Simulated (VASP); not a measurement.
# TePb (Pm-3m) in VASP: further runs

The runs below take TePb through single point, relaxation of cell and atoms, with PBE, revPBE+D4, PBEsol.

All numbers are computed with VASP 6.6.1; they aren't measurements. Logs are shortened: lines on timing, memory, paths and dates and some standing lists are left out, and cuts for length are marked.

### 1 The cell of the first run

It takes space group Pm-3m (No. 221, cubic). The conventional cell has a = 4.002 Å, b = 4.002 Å, c = 4.002 Å, α = 90.00°, β = 90.00°, γ = 90.00°. Within 4.6 Å of Pb (site symmetry m-3m) lie 8 Te at 3.47 Å and 6 Pb at 4.00 Å. Te (site symmetry m-3m) has 8 Pb at 3.47 Å and 6 Te at 4.00 Å within 4.6 Å.

### 2 Single point, PBE

The input, INCAR:

```
ALGO     = Normal         # electronic algorithm
EDIFF    = 1E-7           # SCF threshold, eV
ENCUT    = 520            # plane-wave cutoff, eV
GGA      = PE             # functional
ISIF     = 2              # what is computed and relaxed
ISMEAR   = 0              # smearing method
LASPH    = T              # aspherical terms in the spheres
LCHARG   = T              # write CHGCAR
LELF     = T              # ELF
LREAL    = F              # projectors in reciprocal space
LVHAR    = T            
LWAVE    = F              # write WAVECAR
NBANDS   = 17             # bands
NELM     = 80             # most SCF steps
PREC     = Accurate       # precision mode
SIGMA    = 0.020999999999999998 # smearing width, eV
```

The input, KPOINTS:

```
k-points
0
Gamma
  7 7 7
```

The input, POSCAR:

```
TePb
1.0
    4.0022870000      0.0000000000      0.0000000000
    0.0000000000      4.0022870000      0.0000000000
    0.0000000000      0.0000000000      4.0022870000
Pb Te
1 1
Direct
    0.0000000000      0.0000000000      0.0000000000
    0.5000000000      0.5000000000      0.5000000000
```

Potentials or basis: VASP PAW PBE potentials, release 64 (Pb_d, Te).

The run is started by

```
> cat potpaw_PBE.64/Pb_d/POTCAR potpaw_PBE.64/Te/POTCAR > POTCAR
> mpirun -np 1 vasp_std > vasp.out
```

OUTCAR:

```text
EDIFF = 1E-7
   ENCUT = 520
   GGA = PE
   ISIF = 2
   ISMEAR = 0
   LASPH = T
   LREAL = F
   NELM = 80
   PREC = Accurate

 ion  position               nearest neighbor table
   1  0.000  0.000  0.000-   2 3.47   2 3.47   2 3.47   2 3.47   2 3.47   2 3.47   2 3.47   2 3.47

   2  0.500  0.500  0.500-   1 3.47   1 3.47   1 3.47   1 3.47   1 3.47   1 3.47   1 3.47   1 3.47

  LATTYP: Found a simple cubic cell.
 ALAT       =     4.0022870000

  Lattice vectors:

 A1 = (   4.0022870000,   0.0000000000,   0.0000000000)
 A2 = (   0.0000000000,   4.0022870000,   0.0000000000)
 A3 = (   0.0000000000,   0.0000000000,   4.0022870000)

Analysis of symmetry for initial positions (statically):
=====================================================================
 Subroutine PRICEL returns:
 Original cell was already a primitive cell.

 Routine SETGRP: Setting up the symmetry group for a
 simple cubic supercell.

 Subroutine GETGRP returns: Found 48 space group operations
 (whereof 48 operations were pure point group operations)
 out of a pool of 48 trial point group operations.

The static configuration has the point symmetry O_h .

Analysis of symmetry for dynamics (positions and initial velocities):
=====================================================================
 Subroutine PRICEL returns:
 Original cell was already a primitive cell.

 Routine SETGRP: Setting up the symmetry group for a
 simple cubic supercell.

 Subroutine GETGRP returns: Found 48 space group operations
 (whereof 48 operations were pure point group operations)
 out of a pool of 48 trial point group operations.

The dynamic configuration has the point symmetry O_h .

 Subroutine INISYM returns: Found 48 space group operations
 (whereof 48 operations are pure point group operations),
 and found     1 'primitive' translations

----------------------------------------------------------------------------------------

                                     Primitive cell

  volume of cell :      64.1098

  direct lattice vectors                    reciprocal lattice vectors
     4.002287000  0.000000000  0.000000000     0.249857144  0.000000000  0.000000000
     0.000000000  4.002287000  0.000000000     0.000000000  0.249857144  0.000000000
     0.000000000  0.000000000  4.002287000     0.000000000  0.000000000  0.249857144

  length of vectors
     4.002287000  4.002287000  4.002287000     0.249857144  0.249857144  0.249857144

  position of ions in fractional coordinates (direct lattice)
     0.000000000  0.000000000  0.000000000
     0.500000000  0.500000000  0.500000000

  ion indices of the primitive-cell ions
   primitive index   ion index
                 1           1
                 2           2

----------------------------------------------------------------------------------------

 KPOINTS: k-points

Automatic generation of k-mesh.
 Grid dimensions read from file:
 generate k-points for:    7    7    7

 Generating k-lattice:

  Cartesian coordinates                     Fractional coordinates (reciprocal lattice)
     0.035693878  0.000000000  0.000000000     0.142857143  0.000000000  0.000000000
     0.000000000  0.035693878  0.000000000     0.000000000  0.142857143  0.000000000
     0.000000000  0.000000000  0.035693878     0.000000000  0.000000000  0.142857143

  Length of vectors
     0.035693878  0.035693878  0.035693878

  Shift w.r.t. Gamma in fractional coordinates (k-lattice)
     0.000000000  0.000000000  0.000000000

 Subroutine IBZKPT returns following result:
 ===========================================

 Found     20 irreducible k-points:

 Following reciprocal coordinates:
            Coordinates               Weight
  0.000000  0.000000  0.000000      1.000000
  0.142857  0.000000  0.000000      6.000000
  0.285714  0.000000  0.000000      6.000000
  0.428571  0.000000  0.000000      6.000000
  0.142857  0.142857  0.000000     12.000000
  0.285714  0.142857  0.000000     24.000000
[... 12 lines left out ...]
  0.428571  0.428571  0.285714     24.000000
  0.428571  0.428571  0.428571      8.000000
   k-points           NKPTS =     20   k-points in BZ     NKDIM =     20   number of bands    NBANDS=     17
   number of dos      NEDOS =    301   number of ions     NIONS =      2
   total plane-waves  NPLWV =  27000
   dimension x,y,z NGX =    30 NGY =   30 NGZ =   30
   dimension x,y,z NGXF=    60 NGYF=   60 NGZF=   60
   ions per type =               1   1
   NGX,Y,Z   is equivalent  to a cutoff of  12.46, 12.46, 12.46 a.u.
   NGXF,Y,Z  is equivalent  to a cutoff of  24.92, 24.92, 24.92 a.u.
 SYSTEM =  unknown system
   PREC   = accura    normal or accurate (medium, high low for compatibility)
   ISTART =      0    job   : 0-new  1-cont  2-samecut
   ICHARG =      2    charge: 1-file 2-atom 10-const
   ISPIN  =      1    spin polarized calculation?
   LNONCOLLINEAR =      F non collinear calculations
   LSORBIT =      F    spin-orbit coupling
[... 25 lines left out ...]
  Fermi-wavevector in a.u.,A,eV,Ry     =   1.110307  2.098177 16.773027  1.232783
  Thomas-Fermi vector in A             =   2.246857
   LORBIT       =      0    0 simple, 1 ext, 2 COOP (PROOUT), +10 PAW based schemes
   GGA     = PE    functional components
   LHFCALC =     F    Hartree Fock is set to
   AEXX    =    0.0000 exact exchange contribution
   IVDW    =     0    specifies the selected vdW correction
   LEPSILON=     F    determine dielectric tensor
   LRPA    =     F    only Hartree local field effects (RPA)
 non-spin polarized calculation
 Gauss-broadening in eV      SIGMA  =   0.02
  energy-cutoff  :      520.00
  volume of cell :       64.11
 maximum number of plane-waves:      1751
 NGX is ok and might be reduce to    30
   NGX = 15   NGY = 15   NGZ = 15

 number of electron      20.0000009 magnetization

 Free energy of the ion-electron system (eV)
  ---------------------------------------------------
  ext. energy  EPLUGINS =         0.00000000
  ---------------------------------------------------
  free energy    TOTEN  =        -7.05217843 eV

  energy without entropy =       -7.05065339  energy(sigma->0) =       -7.05141591

 E-fermi :   6.4006     XC(G=0):  -9.6815

 val. band max:        6.3986839409   @ k =   0.4286   0.2857   0.0000
 cond. band min:       6.4091122468   @ k =   0.4286   0.4286   0.2857
 fundamental gap:      0.0104283059
 Fermi energy:         6.4005748961

 k-point     1 :       0.0000    0.0000    0.0000
  band No.  band energies     occupation
      1     -10.7864      2.00000
      2     -10.7864      2.00000
      3     -10.7032      2.00000
      4     -10.7032      2.00000
      5     -10.7032      2.00000
      6      -5.7667      2.00000
[... 9 lines left out ...]
     16      16.3462      0.00000
     17      17.4102      0.00000

 k-point     2 :       0.1429    0.0000    0.0000
  band No.  band energies     occupation
      1     -10.7858      2.00000
      2     -10.7734      2.00000
      3     -10.7080      2.00000
      4     -10.7080      2.00000
      5     -10.7028      2.00000
      6      -5.6046      2.00000
[... 9 lines left out ...]
     16      16.4264      0.00000
     17      16.7867      0.00000

 k-point     3 :       0.2857    0.0000    0.0000
  band No.  band energies     occupation
      1     -10.7843      2.00000
      2     -10.7443      2.00000
      3     -10.7186      2.00000
      4     -10.7186      2.00000
      5     -10.7021      2.00000
      6      -5.1445      2.00000
[... 9 lines left out ...]
     16      14.6946      0.00000
     17      16.9726      0.00000

 k-point     4 :       0.4286    0.0000    0.0000
  band No.  band energies     occupation
      1     -10.7831      2.00000
      2     -10.7271      2.00000
      3     -10.7271      2.00000
      4     -10.7210      2.00000
      5     -10.7015      2.00000
      6      -4.5521      2.00000
[... 9 lines left out ...]
     16      16.9774      0.00000
     17      17.8155      0.00000
[... 263 lines left out ...]
      1     -10.7499      2.00000
      2     -10.7438      2.00000
      3     -10.7326      2.00000
      4     -10.7176      2.00000
      5     -10.6937      2.00000
      6      -3.7638      2.00000
[... 9 lines left out ...]
     16      15.9402      0.00000
     17      18.2380      0.00000

 k-point    19 :       0.4286    0.4286    0.2857
  band No.  band energies     occupation
      1     -10.7595      2.00000
      2     -10.7428      2.00000
      3     -10.7421      2.00000
      4     -10.7052      2.00000
      5     -10.6805      2.00000
      6      -3.5387      2.00000
[... 9 lines left out ...]
     16      17.4612      0.00000
     17      18.6435      0.00000

 k-point    20 :       0.4286    0.4286    0.4286
  band No.  band energies     occupation
      1     -10.7549      2.00000
      2     -10.7531      2.00000
      3     -10.7531      2.00000
      4     -10.6799      2.00000
      5     -10.6799      2.00000
      6      -3.3811      2.00000
[... 9 lines left out ...]
     16      18.8135      0.00000
     17      20.8006      0.00000

------------------------ aborting loop because EDIFF is reached ----------------------------------------

  FORCE on cell =-STRESS in cart. coord.  units (eV):
  Direction    XX          YY          ZZ          XY          YZ          ZX
  --------------------------------------------------------------------------------------
  -------------------------------------------------------------------------------------
  Total        0.0187639      0.0187639      0.0187639      0.0000000     -0.0000000      0.0000000
  in kB        0.4689301      0.4689301      0.4689301      0.0000000     -0.0000000      0.0000000
  external PRESSURE =       0.4689301 kB  Pullay stress =       0.0000000 kB

 VOLUME and BASIS-vectors are now :
 -----------------------------------------------------------------------------
  energy-cutoff  :      520.00
  volume of cell :       64.11
      direct lattice vectors                 reciprocal lattice vectors
     4.002287000  0.000000000  0.000000000     0.249857144  0.000000000  0.000000000
     0.000000000  4.002287000  0.000000000     0.000000000  0.249857144  0.000000000
     0.000000000  0.000000000  4.002287000     0.000000000  0.000000000  0.249857144

 POSITION                                       TOTAL-FORCE (eV/Angst)
 -----------------------------------------------------------------------------------
      0.00000      0.00000      0.00000         0.000000      0.000000      0.000000
      2.00114      2.00114      2.00114         0.000000      0.000000      0.000000
 -----------------------------------------------------------------------------------
    total drift:                                0.000000     -0.000000     -0.000000

  FREE ENERGIE OF THE ION-ELECTRON SYSTEM (eV)
  ---------------------------------------------------
  free  energy   TOTEN  =        -7.0521784326 eV

  energy  without entropy=       -7.0506533921  energy(sigma->0) =       -7.05141591
```

It took 12 s on 1 thread of Intel Xeon 6975P-C (Granite Rapids), shared host; peak memory 0.17 GiB.

What came out:

* Free energy: -7.0522 eV
* Pressure: 0.0 GPa
* Band gap on the k mesh: zero (band 10 reaches 6.57 eV, above the bottom of band 11 at 5.77 eV)

Caveat: spin-orbit coupling is left out, which moves the levels of the heavy elements.

### 3 Single point, PBE

The input, INCAR:

```
SYSTEM = TePb
ALGO     = Normal         ! electronic algorithm
EDIFF    = 1E-7           ! SCF threshold, eV
ENCUT    = 520            ! plane-wave cutoff, eV
GGA      = PE             ! functional
ISIF     = 2              ! what is computed and relaxed
ISMEAR   = 0              ! smearing method
LASPH    = .True.         ! aspherical terms in the spheres
LCHARG   = .True.         ! write CHGCAR
LELF     = .True.         ! ELF
LREAL    = .False.        ! projectors in reciprocal space
LVHAR    = .True.       
LWAVE    = .False.        ! write WAVECAR
NBANDS   = 17             ! bands
NELM     = 60             ! most SCF steps
PREC     = Accurate       ! precision mode
SIGMA    = 0.023          ! smearing width, eV
```

The input, KPOINTS:

```
k-points
0
Gamma
  7 7 7
  0 0 0
```

POSCAR is that of step 2.

Potentials or basis: VASP PAW PBE potentials, release 64 (Pb_d, Te).

The run is started by

```
> cat potpaw_PBE.64/Pb_d/POTCAR potpaw_PBE.64/Te/POTCAR > POTCAR
> mpirun -np 1 vasp_std > vasp.out
```

Run time: 13 s. Hardware: 1 thread of Intel Xeon 6975P-C (Granite Rapids), shared host; peak memory 0.17 GiB.

Results (log left out):

| Property | Result |
| --- | --- |
| Free energy | -7.0523 eV |
| Pressure | 0.0 GPa |
| Band gap on the k mesh | zero (band 10 reaches 6.57 eV, above the bottom of band 11 at 5.77 eV) |

Levels at points of the mesh, in eV from the Fermi level:
| k point | band 7 | band 8 | band 9 | band 10 | band 11 | band 12 | band 13 | band 14 |
| --- | --- | --- | --- | --- | --- | --- | --- | --- |
| (0.00, 0.00, 0.00) | -6.79 | -1.57 | -1.57 | -1.57 | 4.00 | 4.00 | 5.22 | 5.22 |

Caveat: spin-orbit coupling is left out, which moves the levels of the heavy elements.

### 4 Relaxation of cell and atoms, revPBE+D4

The input, INCAR:

```
SYSTEM = TePb
ALGO = Normal
EDIFF = 1E-6
EDIFFG = -0.02
ENCUT = 600
GGA = RE
IBRION = 2
ISIF = 3
ISMEAR = -1
IVDW = 13
LASPH = .TRUE.
LCHARG = .FALSE.
LREAL = .FALSE.
LWAVE = .FALSE.
NELM = 80
NSW = 80
PREC = Accurate
SIGMA = 0.05
```

The input, KPOINTS:

```
k-points
0
G
  7 7 7
  0 0 0
```

POSCAR is that of step 3.

The run is started by

```
> cat potpaw_PBE.64/Pb_d/POTCAR potpaw_PBE.64/Te/POTCAR > POTCAR
> mpirun -np 1 vasp_std > vasp.out
```

It took 42 s on 1 thread of Intel Xeon 6975P-C (Granite Rapids), shared host; peak memory 0.2 GiB.

Results (log left out):

* Free energy: -7.8902 eV
* Relaxed volume: 32.44 Å³/atom
* Relaxed cell: a = 4.018 Å, b = 4.018 Å, c = 4.018 Å, α = 90.00°, β = 90.00°, γ = 90.00°
* Space group after relaxing (to 0.05 Å): Pm-3m (No. 221)
* Energy gained by relaxing: 6.6 meV/atom
* Ionic steps: 9
* Pressure after relaxing: 0.0 GPa
* Band gap on the k mesh: zero (band 10 reaches 6.51 eV, above the bottom of band 11 at 5.77 eV)
* Dispersion energy per atom: -0.726 eV

Step by step:
```csv
step,energy change (eV),largest force (eV/Å),pressure (GPa),volume (Å³)
1,0.0000,0.0000,5.90,64.11
2,0.2196,0.0000,-0.63,75.70
3,0.2023,0.0000,-3.65,74.33
4,0.0713,0.0000,-3.69,69.94
5,0.0184,0.0000,-3.26,66.98
6,-0.0078,0.0000,-2.17,65.54
7,-0.0131,0.0000,0.30,64.82
8,-0.0131,0.0000,-0.13,64.91
9,-0.0131,0.0000,-0.05,64.88
```

Final structure:
```xyz
2
Lattice="4.0182 0.0000 0.0000 0.0000 4.0182 0.0000 0.0000 0.0000 4.0182" Properties=species:S:1:pos:R:3 pbc="T T T"
Pb    0.0000    0.0000    0.0000
Te    2.0091    2.0091    2.0091
```

Levels at points of the mesh, in eV from the Fermi level:
```
           k point  band 8  band 9  band 10  band 11  band 12  band 13
(0.00, 0.00, 0.00)   -1.55   -1.55    -1.55     4.02     4.02     5.17
```

Caveat: the PAW data sets were made with another functional, which shifts forces and pressure a little; spin-orbit coupling is left out, which moves the levels of the heavy elements; pairwise dispersion overbinds metals, which lowers pressure and volume.

### 5 Relaxation of cell and atoms, PBEsol

The input, INCAR:

```
SYSTEM = TePb
ALGO     = Normal         ! electronic algorithm
EDIFF    = 1E-7           ! SCF threshold, eV
EDIFFG   = -0.02          ! ionic threshold
ENCUT    = 600            ! plane-wave cutoff, eV
GGA      = PS             ! functional
IBRION   = 2              ! ionic algorithm
ISIF     = 3              ! what is computed and relaxed
ISMEAR   = -1             ! smearing method
LASPH    = .TRUE.         ! aspherical terms in the spheres
LCHARG   = .FALSE.        ! write CHGCAR
LREAL    = .FALSE.        ! projectors in reciprocal space
LWAVE    = .FALSE.        ! write WAVECAR
NELM     = 60             ! most SCF steps
NSW      = 80             ! ionic steps
PREC     = Accurate       ! precision mode
SIGMA    = 0.05           ! smearing width, eV
```

KPOINTS is that of step 4.

POSCAR is that of step 4.

The run is started by

```
> cat potpaw_PBE.64/Pb_d/POTCAR potpaw_PBE.64/Te/POTCAR > POTCAR
> mpirun -np 1 vasp_std > vasp.out
```

Wall time 21 s (1 thread of Intel Xeon 6975P-C (Granite Rapids), shared host); peak memory 0.2 GiB.

It converged, with:

```yaml
Free_energy: -7.8657 eV
Relaxed_volume: 29.99 Å³/atom
Relaxed_cell: a = 3.915 Å, b = 3.915 Å, c = 3.915 Å, α = 90.00°, β = 90.00°, γ = 90.00°
Space_group_after_relaxing_to_0.05_Å: Pm-3m (No. 221)
Energy_gained_by_relaxing: 18.1 meV/atom
Ionic_steps: 3
Pressure_after_relaxing: 0.0 GPa
Band_gap_on_the_k_mesh: zero (band 10 reaches 7.18 eV, above the bottom of band 11 at 6.20 eV)
```

Step by step:
```tsv
step	energy change (eV)	largest force (eV/Å)	pressure (GPa)	volume (Å³)
1	0.0000	0.0000	-2.66	64.11
2	-0.0350	0.0000	0.56	59.30
3	-0.0362	0.0000	0.01	59.99
```

Final structure:
```
CELL_PARAMETERS angstrom
3.91464 0.00000 0.00000
0.00000 3.91464 0.00000
0.00000 0.00000 3.91464
ATOMIC_POSITIONS crystal
Pb 0.00000 0.00000 0.00000
Te 0.50000 0.50000 0.50000
```

Levels at points of the mesh, in eV from the Fermi level:
```csv
k point,band 6,band 7,band 8,band 9,band 10,band 11,band 12,band 13,band 14
"(0.00, 0.00, 0.00)",-12.58,-6.53,-1.67,-1.67,-1.67,3.92,3.92,5.74,5.74
```

Caveat: the PAW data sets were made with another functional, which shifts forces and pressure a little; spin-orbit coupling is left out, which moves the levels of the heavy elements.

### 6 Single point, PBEsol, non-collinear spin, zero start, spin-orbit coupling

The input, INCAR:

```
  PREC = Accurate
  ENCUT = 520
  EDIFF = 1E-7
  ISMEAR = -1
  SIGMA = 0.05
  LREAL = False
  LASPH = True
  NELM = 150
  ALGO = Normal
  ISIF = 2
  LWAVE = False
  LCHARG = False
  LNONCOLLINEAR = True
  MAGMOM = 0 0 0 0 0 0
  LORBIT = 11
  LSORBIT = True
  GGA_COMPAT = False
  LORBMOM = True
  GGA = PS
  NBANDS = 32
```

The input, KPOINTS:

```
Automatic mesh
0
Gamma
  5 5 5
```

POSCAR is that of step 5.

Potentials or basis: VASP PAW PBE potentials, release 64 (Pb_d, Te).

The run is started by

```
> cat potpaw_PBE.64/Pb_d/POTCAR potpaw_PBE.64/Te/POTCAR > POTCAR
> mpirun -np 1 vasp_ncl > vasp.out
```

Wall time 29 s (1 thread of Intel Xeon 6975P-C (Granite Rapids), shared host); peak memory 0.28 GiB.

The run converged. Its results:

| Property | Result |
| --- | --- |
| Free energy | -8.3866 eV |
| Pressure | -2.6 GPa |
| Net moment | 0.00 μB per cell |
| Valence electrons inside the program's atomic spheres | Pb 11.83; Te 3.33 |

Moments on the atoms (μB; x, y, z):
```
Pb  0.00 0.00 0.00
Te  0.00 0.00 0.00
```

Caveat: the PAW data sets were made with another functional, which shifts forces and pressure a little.

### 7 The runs side by side

```tsv
task	level	spin	cell	k mesh	cutoff (eV)	smearing	gap on the mesh (eV)	pressure (GPa)	relaxed volume (Å³/atom)
single point	PBE	off	as given	7 × 7 × 7	520	gaussian 0.021 eV	none	0.0	-
single point	PBE	off	as given	7 × 7 × 7	520	gaussian 0.023 eV	none	0.0	-
relaxation of cell and atoms	revPBE+D4	off	relaxed	7 × 7 × 7	600	fermi-dirac 0.05 eV	none	0.0	32.44
relaxation of cell and atoms	PBEsol	off	relaxed	7 × 7 × 7	600	fermi-dirac 0.05 eV	none	0.0	29.99
single point	PBEsol	non-collinear, zero start, SOC	as given	5 × 5 × 5	520	fermi-dirac 0.05 eV	-	-2.6	-
```

Alike in all rows: potentials or basis VASP PAW PBE potentials, release 64 (Pb_d, Te).

The pressure there spans -2.6 GPa (PBEsol) to 0.0 GPa (PBE); a positive pressure means that this level wants a larger cell, a negative one a smaller.

Caveats: spin-orbit coupling is left out, which moves the levels of the heavy elements (some runs); the PAW data sets were made with another functional, which shifts forces and pressure a little (some runs); pairwise dispersion overbinds metals, which lowers pressure and volume (some runs).

Absolute energies hang on the potentials; compare differences alone.
